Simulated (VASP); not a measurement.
# Au (Pm-3m) in VASP: a series of runs

Au is run at these levels: PBE; tasks: single point, relaxation of cell and atoms.

All numbers are computed with VASP 6.6.1; they aren't measurements. Logs are shortened: lines on timing, memory, paths and dates and some standing lists are left out, and cuts for length are marked.

## (1) The cell of the first run

Symmetry: Pm-3m, No. 221, cubic system. The conventional cell has a = 2.523 Å, b = 2.523 Å, c = 2.523 Å, α = 90.00°, β = 90.00°, γ = 90.00°. Within 3.3 Å of Au (site symmetry m-3m) lie 6 Au at 2.52 Å.

This isn't the form of Au at room conditions, which is fcc.

## (2) Single point, PBE

INCAR

```
ALGO = Normal ; EDIFF = 1E-7
ENCUT = 520 ; GGA = PE
ISIF = 2 ; ISMEAR = -1
LASPH = True ; LCHARG = True
LELF = True ; LREAL = False
LVHAR = True ; LWAVE = False
NBANDS = 12 ; NELM = 80
PREC = Accurate ; SIGMA = 0.1
```

KPOINTS

```
k-points
0
Gamma
  15 15 15
```

POSCAR

```
Au
1.0
    2.5230875905      0.0000000000      0.0000000000
    0.0000000000      2.5230875905      0.0000000000
    0.0000000000      0.0000000000      2.5230875905
Au
1
Direct
    0.0000000000      0.0000000000      0.0000000000
```

Potentials or basis: VASP PAW PBE potentials, release 64 (Au).

Launch:

```sh
$ cat potpaw_PBE.64/Au/POTCAR > POTCAR
$ mpirun -np 1 vasp_std > vasp.out
```

OUTCAR:

```text
EDIFF = 1E-7
   ENCUT = 520
   GGA = PE
   ISIF = 2
   ISMEAR = -1
   LASPH = True
   LREAL = False
   NELM = 80
   PREC = Accurate

 ion  position               nearest neighbor table
   1  0.000  0.000  0.000-

  LATTYP: Found a simple cubic cell.
 ALAT       =     2.5230875905

  Lattice vectors:

 A1 = (   2.5230875905,   0.0000000000,   0.0000000000)
 A2 = (   0.0000000000,   2.5230875905,   0.0000000000)
 A3 = (   0.0000000000,   0.0000000000,   2.5230875905)

Analysis of symmetry for initial positions (statically):
=====================================================================
 Subroutine PRICEL returns:
 Original cell was already a primitive cell.

 Routine SETGRP: Setting up the symmetry group for a
 simple cubic supercell.

 Subroutine GETGRP returns: Found 48 space group operations
 (whereof 48 operations were pure point group operations)
 out of a pool of 48 trial point group operations.

The static configuration has the point symmetry O_h .

Analysis of symmetry for dynamics (positions and initial velocities):
=====================================================================
 Subroutine PRICEL returns:
 Original cell was already a primitive cell.

 Routine SETGRP: Setting up the symmetry group for a
 simple cubic supercell.

 Subroutine GETGRP returns: Found 48 space group operations
 (whereof 48 operations were pure point group operations)
 out of a pool of 48 trial point group operations.

The dynamic configuration has the point symmetry O_h .

 Subroutine INISYM returns: Found 48 space group operations
 (whereof 48 operations are pure point group operations),
 and found     1 'primitive' translations

----------------------------------------------------------------------------------------

                                     Primitive cell

  volume of cell :      16.0619

  direct lattice vectors                    reciprocal lattice vectors
     2.523087590  0.000000000  0.000000000     0.396339788  0.000000000  0.000000000
     0.000000000  2.523087590  0.000000000     0.000000000  0.396339788  0.000000000
     0.000000000  0.000000000  2.523087590     0.000000000  0.000000000  0.396339788

  length of vectors
     2.523087590  2.523087590  2.523087590     0.396339788  0.396339788  0.396339788

  position of ions in fractional coordinates (direct lattice)
     0.000000000  0.000000000  0.000000000

  ion indices of the primitive-cell ions
   primitive index   ion index
                 1           1

----------------------------------------------------------------------------------------

 KPOINTS: k-points

Automatic generation of k-mesh.
 Grid dimensions read from file:
 generate k-points for:   15   15   15

 Generating k-lattice:

  Cartesian coordinates                     Fractional coordinates (reciprocal lattice)
     0.026422653  0.000000000  0.000000000     0.066666667  0.000000000  0.000000000
     0.000000000  0.026422653  0.000000000     0.000000000  0.066666667  0.000000000
     0.000000000  0.000000000  0.026422653     0.000000000  0.000000000  0.066666667

  Length of vectors
     0.026422653  0.026422653  0.026422653

  Shift w.r.t. Gamma in fractional coordinates (k-lattice)
     0.000000000  0.000000000  0.000000000

 Subroutine IBZKPT returns following result:
 ===========================================

 Found    120 irreducible k-points:

 Following reciprocal coordinates:
            Coordinates               Weight
  0.000000  0.000000  0.000000      1.000000
  0.066667  0.000000  0.000000      6.000000
  0.133333  0.000000  0.000000      6.000000
  0.200000  0.000000  0.000000      6.000000
  0.266667  0.000000  0.000000      6.000000
  0.333333  0.000000  0.000000      6.000000
[... 16 lines left out ...]
  0.266667  0.200000  0.000000     24.000000
  0.333333  0.200000  0.000000     24.000000
 [... further k-points ...]
   k-points           NKPTS =    120   k-points in BZ     NKDIM =    120   number of bands    NBANDS=     12
   number of dos      NEDOS =    301   number of ions     NIONS =      1
   total plane-waves  NPLWV =   8000
   dimension x,y,z NGX =    20 NGY =   20 NGZ =   20
   dimension x,y,z NGXF=    40 NGYF=   40 NGZF=   40
   ions per type =               1
   NGX,Y,Z   is equivalent  to a cutoff of  13.18, 13.18, 13.18 a.u.
   NGXF,Y,Z  is equivalent  to a cutoff of  26.36, 26.36, 26.36 a.u.
 SYSTEM =  unknown system
   PREC   = accura    normal or accurate (medium, high low for compatibility)
   ISTART =      0    job   : 0-new  1-cont  2-samecut
   ICHARG =      2    charge: 1-file 2-atom 10-const
   ISPIN  =      1    spin polarized calculation?
   LNONCOLLINEAR =      F non collinear calculations
   LSORBIT =      F    spin-orbit coupling
   LASPH  =      T    aspherical Exc in radial PAW
   ENCUT  =  520.0 eV  38.22 Ry    6.18 a.u.   4.69  4.69  4.69*2*pi/ulx,y,z
   NELM   =     80;   NELMIN=  2; NELMDL= -5     # of ELM steps
   EDIFF  = 0.1E-06   stopping-criterion for ELM
   LREAL  =      F    real-space projection
   EDIFFG = 0.1E-05   stopping-criterion for IOM
   NSW    =      0    number of steps for IOM
   IBRION =     -1    ionic relax: 0-MD 1-quasi-New 2-CG
   NFREE  =      0    steps in history (QN), initial steepest desc. (CG)
   ISIF   =      2    stress and relaxation
   ISYM   =      2    0-nonsym 1-usesym 2-fastsym
   POTIM  = 0.5000    time-step for ionic-motion
   TEBEG  =    0.0;   TEEND  =   0.0 temperature during run
   PSTRESS=    0.0 pullay stress
   NELECT =      11.0000    total number of electrons
   NUPDOWN=      -1.0000    fix difference up-down
   EMIN   =  10.00;   EMAX   =-10.00  energy-range for DOS
   EFERMI =   0.00;   METHOD = LEGACY
   ISMEAR =    -1;   SIGMA  =   0.10  broadening in eV -4-tet -1-fermi 0-gaus
   EFERMI_NEDOS =   21; number of points for ismear=-14 and -15
   IALGO  =     38    algorithm
   IMIX   =      4    mixing-type and parameters
     AMIX     =   0.40;   BMIX     =  1.00
     AMIX_MAG =   1.60;   BMIX_MAG =  1.00
  volume/ion in A,a.u.               =      16.06       108.39
  Fermi-wavevector in a.u.,A,eV,Ry     =   1.443023  2.726919 28.331640  2.082317
  Thomas-Fermi vector in A             =   2.561478
   LORBIT       =      0    0 simple, 1 ext, 2 COOP (PROOUT), +10 PAW based schemes
   GGA     = PE    functional components
   LHFCALC =     F    Hartree Fock is set to
   AEXX    =    0.0000 exact exchange contribution
   IVDW    =     0    specifies the selected vdW correction
   LEPSILON=     F    determine dielectric tensor
   LRPA    =     F    only Hartree local field effects (RPA)
 non-spin polarized calculation
  energy-cutoff  :      520.00
  volume of cell :       16.06
 maximum number of plane-waves:       461
 NGX is ok and might be reduce to    20
   NGX =  9   NGY =  9   NGZ =  9

 number of electron      11.0000004 magnetization

 Free energy of the ion-electron system (eV)
  ---------------------------------------------------
  ext. energy  EPLUGINS =         0.00000000
  ---------------------------------------------------
  free energy    TOTEN  =        -2.42179245 eV

  energy without entropy =       -2.40854535  energy(sigma->0) =       -2.41516890

 E-fermi :  10.2528     XC(G=0): -12.9429

 val. band max:       10.2152885623   @ k =   0.4667   0.4667   0.0667
 cond. band min:      10.2675863646   @ k =   0.4667   0.4667   0.1333
 fundamental gap:      0.0522978024
 Fermi energy:        10.2528278851

 k-point     1 :       0.0000    0.0000    0.0000
  band No.  band energies     occupation
      1       0.0410      2.00000
      2       2.4462      2.00000
      3       2.4462      2.00000
      4       8.7518      2.00000
      5       8.7518      2.00000
      6       8.7518      2.00000
      7      25.4250      0.00000
      8      25.4250      0.00000
      9      25.4250      0.00000
     10      31.6353      0.00000
     11      34.3523      0.00000
     12      34.3523      0.00000

 k-point     2 :       0.0667    0.0000    0.0000
  band No.  band energies     occupation
      1       0.1773      2.00000
      2       2.4706      2.00000
      3       2.5698      2.00000
      4       8.6329      2.00000
      5       8.6329      2.00000
      6       8.7612      2.00000
      7      24.4627      0.00000
      8      25.6653      0.00000
      9      25.6653      0.00000
     10      32.2331      0.00000
     11      33.4866      0.00000
     12      34.9052      0.00000

 k-point     3 :       0.1333    0.0000    0.0000
  band No.  band energies     occupation
      1       0.5494      2.00000
      2       2.5405      2.00000
      3       2.9600      2.00000
      4       8.3101      2.00000
      5       8.3101      2.00000
      6       8.7877      2.00000
      7      22.5060      0.00000
      8      26.3428      0.00000
      9      26.3428      0.00000
     10      31.8973      0.00000
     11      32.7743      0.00000
     12      36.8457      0.00000
[... 286 lines left out ...]
 k-point    23 :       0.2667    0.2000    0.0000
  band No.  band energies     occupation
      1       2.4005      2.00000
      2       3.8152      2.00000
      3       4.8526      2.00000
      4       6.8101      2.00000
      5       7.5009      2.00000
      6       8.0519      2.00000
      7      19.7373      0.00000
      8      22.8579      0.00000
      9      29.5819      0.00000
     10      30.6338      0.00000
     11      35.2223      0.00000
     12      37.2667      0.00000

 k-point    24 :       0.3333    0.2000    0.0000
  band No.  band energies     occupation
      1       2.7239      2.00000
      2       4.0090      2.00000
      3       5.1324      2.00000
      4       7.1021      2.00000
      5       7.5533      2.00000
      6       8.1045      2.00000
      7      17.6581      0.00000
      8      23.8865      0.00000
      9      28.7718      0.00000
     10      31.9737      0.00000
     11      32.9349      0.00000
     12      38.1407      0.00000

 [... further k-points ...]

------------------------ aborting loop because EDIFF is reached ----------------------------------------

  FORCE on cell =-STRESS in cart. coord.  units (eV):
  Direction    XX          YY          ZZ          XY          YZ          ZX
  --------------------------------------------------------------------------------------
  -------------------------------------------------------------------------------------
  Total        5.4601570      5.4601570      5.4601570      0.0000000      0.0000000     -0.0000000
  in kB      544.6515364    544.6515364    544.6515364      0.0000000      0.0000000     -0.0000000
  external PRESSURE =     544.6515364 kB  Pullay stress =       0.0000000 kB

 VOLUME and BASIS-vectors are now :
 -----------------------------------------------------------------------------
  energy-cutoff  :      520.00
  volume of cell :       16.06
      direct lattice vectors                 reciprocal lattice vectors
     2.523087590  0.000000000  0.000000000     0.396339788  0.000000000  0.000000000
     0.000000000  2.523087590  0.000000000     0.000000000  0.396339788  0.000000000
     0.000000000  0.000000000  2.523087590     0.000000000  0.000000000  0.396339788

 POSITION                                       TOTAL-FORCE (eV/Angst)
 -----------------------------------------------------------------------------------
      0.00000      0.00000      0.00000         0.000000      0.000000      0.000000
 -----------------------------------------------------------------------------------
    total drift:                               -0.000000     -0.000000     -0.000000

  FREE ENERGIE OF THE ION-ELECTRON SYSTEM (eV)
  ---------------------------------------------------
  free  energy   TOTEN  =        -2.4217924511 eV

  energy  without entropy=       -2.4085453459  energy(sigma->0) =       -2.41516890
```

It took 9.8 s on 1 thread of AMD EPYC 9R45 (Zen 5), shared host; peak memory 0.11 GiB.

Results:

| Item | Value |
| --- | --- |
| Free energy | -2.4218 eV |
| Pressure | 54.5 GPa |
| Band gap on the k mesh | zero (an odd number of electrons rules out a gap without spin polarisation) |

Caveat: the cell stands under pressure; spin-orbit coupling is left out, which moves the levels of the heavy elements.

(Continued in part 2 of 2.)
